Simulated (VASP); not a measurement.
# Co (P6_3/mmc) in VASP: further runs, part 2 of 2

VASP 6.6.1.

### Step 5. Relaxation of cell and atoms, LDA, collinear spin, ferromagnetic start

This run uses another cell than the first one, of 10.64 Å³/atom.

File INCAR:

```
  PREC = Accurate
  ENCUT = 600
  EDIFF = 1E-7
  ISMEAR = -1
  SIGMA = 0.05
  LREAL = F
  LASPH = T
  NELM = 150
  ALGO = Normal
  ISIF = 3
  LWAVE = F
  LCHARG = F
  ISPIN = 2
  MAGMOM = 2 2
  LORBIT = 11
  LMAXMIX = 4
  IBRION = 2
  NSW = 60
  EDIFFG = -0.01
```

File KPOINTS:

```
regular mesh
0
Gamma
  12 12 7
```

File POSCAR:

```
Co
1.0
    2.4719999032      0.0000000000      0.0000000000
   -1.2359999516      2.1408147143      0.0000000000
    0.0000000000      0.0000000000      4.0211440800
Co
2
Direct
    0.6666666667      0.3333333333      0.7500000000
    0.3333333333      0.6666666667      0.2500000000
```

Potentials or basis: VASP PAW LDA potentials, release 64 (Co).

Run with:

```bash
$ cat potpaw_LDA.64/Co/POTCAR > POTCAR
$ mpirun -np 1 vasp_std > vasp.out
```

OUTCAR:

```text
PREC = Accurate
   ENCUT = 600
   EDIFF = 1E-7
   ISMEAR = -1
   LREAL = F
   LASPH = T
   NELM = 150
   ISIF = 3
   ISPIN = 2
   LORBIT = 11
   IBRION = 2
   NSW = 60
   EDIFFG = -0.01

 ion  position               nearest neighbor table
   1  0.667  0.333  0.750-   2 2.47   2 2.47   2 2.47   2 2.47   2 2.47   2 2.47
   2  0.333  0.667  0.250-   1 2.47   1 2.47   1 2.47   1 2.47   1 2.47   1 2.47

  LATTYP: Found a hexagonal cell.
 ALAT       =     2.4719999032
 C/A-ratio  =     1.6266764715

  Lattice vectors:

 A1 = (   2.4719999032,   0.0000000000,   0.0000000000)
 A2 = (  -1.2359999516,   2.1408147143,   0.0000000000)
 A3 = (   0.0000000000,   0.0000000000,   4.0211440800)

Analysis of symmetry for initial positions (statically):
=====================================================================
 Subroutine PRICEL returns:
 Original cell was already a primitive cell.

 Routine SETGRP: Setting up the symmetry group for a
 hexagonal supercell.

 Subroutine GETGRP returns: Found 24 space group operations
 (whereof 12 operations were pure point group operations)
 out of a pool of 24 trial point group operations.

The static configuration has the point symmetry D_3d.
 The point group associated with its full space group is D_6h.

Analysis of symmetry for dynamics (positions and initial velocities):
=====================================================================
 Subroutine PRICEL returns:
 Original cell was already a primitive cell.

 Routine SETGRP: Setting up the symmetry group for a
 hexagonal supercell.

 Subroutine GETGRP returns: Found 24 space group operations
 (whereof 12 operations were pure point group operations)
 out of a pool of 24 trial point group operations.

The dynamic configuration has the point symmetry D_3d.
 The point group associated with its full space group is D_6h.

Analysis of structural, dynamic, and magnetic symmetry:
=====================================================================
 Subroutine PRICEL returns:
 Original cell was already a primitive cell.

 Routine SETGRP: Setting up the symmetry group for a
 hexagonal supercell.
[... 158 lines left out ...]

  FORCE on cell =-STRESS in cart. coord.  units (eV):
  Direction    XX          YY          ZZ          XY          YZ          ZX
  --------------------------------------------------------------------------------------
  -------------------------------------------------------------------------------------
  Total       -1.9703778     -1.9703778     -2.3204075     -0.0000000     -0.0000000      0.0000000
  in kB     -148.3484206   -148.3484206   -174.7019174     -0.0000000     -0.0000000      0.0000000
  external PRESSURE =    -157.1329196 kB  Pullay stress =       0.0000000 kB
[... 131 lines left out ...]
--------------------------------------- Ionic step        5  -------------------------------------------

 number of electron      18.0000004 magnetization       2.9549438

 Free energy of the ion-electron system (eV)
  ---------------------------------------------------
  ext. energy  EPLUGINS =         0.00000000
  ---------------------------------------------------
  free energy    TOTEN  =       -16.25971808 eV

  energy without entropy =      -16.24571098  energy(sigma->0) =      -16.25271453

 E-fermi :  11.1586     XC(G=0): -14.2481

 val. band max:       11.1400835259   @ k =   0.2500   0.0000   0.1429
 cond. band min:      11.1796503244   @ k =   0.3333   0.0833   0.4286
 fundamental gap:      0.0395667985
 Fermi energy:        11.1585582213

 spin component 1

 k-point     1 :       0.0000    0.0000    0.0000
  band No.  band energies     occupation
      1       1.7711      1.00000
      2       5.7093      1.00000
      3       8.6051      1.00000
      4       8.6204      1.00000
      5       8.6204      1.00000
      6       8.9907      1.00000
      7       8.9907      1.00000
      8       9.3939      1.00000
      9       9.3939      1.00000
     10      10.6828      0.99993
     11      10.6828      0.99993
     12      11.1039      0.74912
     13      18.4664      0.00000
     14      33.8514      0.00000
[... 403 lines left out ...]
      4       7.8126      1.00000
      5       8.6706      1.00000
      6       8.7178      1.00000
      7       9.2035      1.00000
      8      10.2563      1.00000
      9      10.3214      1.00000
     10      10.3945      1.00000
     11      10.8678      0.99703
     12      16.0522      0.00000
     13      20.7607      0.00000
     14      22.3864      0.00000
     15      27.7442      0.00000

 [... further k-points ...]

 spin component 2

 k-point     1 :       0.0000    0.0000    0.0000
  band No.  band energies     occupation
      1       1.9584      1.00000
      2       6.5684      1.00000
      3       9.9704      1.00000
      4       9.9709      1.00000
      5       9.9709      1.00000
      6      10.3861      1.00000
      7      10.3861      1.00000
      8      10.8482      0.99799
      9      10.8482      0.99799
     10      11.2815      0.07879
     11      12.2344      0.00000
     12      12.2344      0.00000
     13      19.3983      0.00000
     14      33.9037      0.00000
[... 444 lines left out ...]
  FREE ENERGIE OF THE ION-ELECTRON SYSTEM (eV)
  ---------------------------------------------------
  free  energy   TOTEN  =       -16.2597180847 eV

  energy  without entropy=      -16.2457109786  energy(sigma->0) =      -16.25271453

 reached required accuracy - stopping structural energy minimisation

 total charge

# of ion       s       p       d       tot
------------------------------------------
    1        0.525   0.594   7.343   8.462
    2        0.525   0.594   7.343   8.462
--------------------------------------------------
tot          1.050   1.188  14.685  16.924

 magnetization (x)

# of ion       s       p       d       tot
------------------------------------------
    1       -0.013  -0.038   1.521   1.470
    2       -0.013  -0.038   1.521   1.470
--------------------------------------------------
tot         -0.026  -0.076   3.041   2.940
```

OSZICAR:

```text
N       E                     dE             d eps       ncg     rms          rms(c)
DAV:   1     0.864494154886E+02    0.86449E+02   -0.95696E+03  4656   0.186E+03
DAV:   2    -0.159868483059E+02   -0.10244E+03   -0.95211E+02  4574   0.272E+02
[... 49 lines left out ...]
DAV:   2    -0.162601009440E+02    0.11609E-02   -0.94058E-04  6206   0.568E-01    0.128E-01
DAV:   3    -0.162597228123E+02    0.37813E-03   -0.47053E-04  5939   0.287E-01    0.618E-02
DAV:   4    -0.162597223187E+02    0.49364E-06   -0.48585E-05  5290   0.112E-01    0.109E-02
DAV:   5    -0.162597194741E+02    0.28445E-05   -0.28957E-06  6589   0.283E-02    0.631E-03
DAV:   6    -0.162597181163E+02    0.13578E-05   -0.80136E-07  5634   0.203E-02    0.321E-03
DAV:   7    -0.162597180847E+02    0.31574E-07   -0.12388E-07  2534   0.550E-03
   5 F= -.16259718E+02 E0= -.16252715E+02  d E =-.331792E-03  mag=     2.9549
```

Wall time 3.3 min (1 thread of AMD EPYC 7R13, shared host); peak memory 0.14 GiB.

Results:

| Quantity | Value |
| --- | --- |
| Free energy | -16.2597 eV |
| Relaxed volume | 9.96 Å³/atom |
| Relaxed cell | a = 2.425 Å, b = 2.425 Å, c = 3.912 Å, α = 90.00°, β = 90.00°, γ = 120.00° |
| Space group after relaxing (to 0.1 Å) | P6_3/mmc (No. 194) |
| Energy gained by relaxing | 36.3 meV/atom |
| Ionic steps | 5 |
| Pressure after relaxing | 0.0 GPa |
| Net moment | 2.95 μB per cell |
| Site moments | Co +1.47 μB |
| Valence electrons inside the program's atomic spheres | Co 8.46 |

Step by step:
```
step  energy change (eV)  largest force (eV/Å)  pressure (GPa)  volume (Å³)
   1              0.0000                0.0000          -15.71        21.28
   2              0.0662                0.0000           26.81        18.22
   3             -0.0722                0.0000           -0.65        19.96
   4             -0.0723                0.0000            0.06        19.91
   5             -0.0726                0.0000            0.00        19.92
```

Final structure:
```yaml
crystal:
  lattice:
    - [2.42472, 0.00000, 0.00000]
    - [-1.21236, 2.09987, 0.00000]
    - [0.00000, 0.00000, 3.91174]
  atoms:
    - { symbol: Co, position: [0.66667, 0.33333, 0.75000] }
    - { symbol: Co, position: [0.33333, 0.66667, 0.25000] }
```

### Step 6. Summary

```csv
task,level,potentials or basis,cell,cutoff (eV),gap on the mesh (eV),pressure (GPa),moment (μB),relaxed volume (Å³/atom)
single point,BLYP,"VASP PAW PBE potentials, release 64 (Co)","a = 2.536, b = 2.536, c = 4.081 Å, angles 90.0, 90.0, 120.0°, 2 atoms",520,none,-0.3,3.25,-
relaxation of cell and atoms,BLYP,"VASP PAW PBE potentials, release 64 (Co)","relaxed from a = 2.472, b = 2.472, c = 4.021 Å, angles 90.0, 90.0, 120.0°, 2 atoms",600,none,0.1,3.25,11.34
single point,LDA,"VASP PAW LDA potentials, release 64 (Co)","a = 2.428, b = 2.428, c = 3.917 Å, angles 90.0, 90.0, 120.0°, 2 atoms",520,none,-1.0,2.96,-
relaxation of cell and atoms,LDA,"VASP PAW LDA potentials, release 64 (Co)","relaxed from a = 2.472, b = 2.472, c = 4.021 Å, angles 90.0, 90.0, 120.0°, 2 atoms",600,none,0.0,2.95,9.96
```

Alike in all rows: spin collinear, ferromagnetic start; k mesh 12 × 12 × 7; smearing fermi-dirac 0.05 eV.

Caveats: the PAW data sets were made with another functional, which shifts forces and pressure a little (at least some runs).

Total energies depend on the potentials used, so only differences within one code and one set of settings carry meaning.
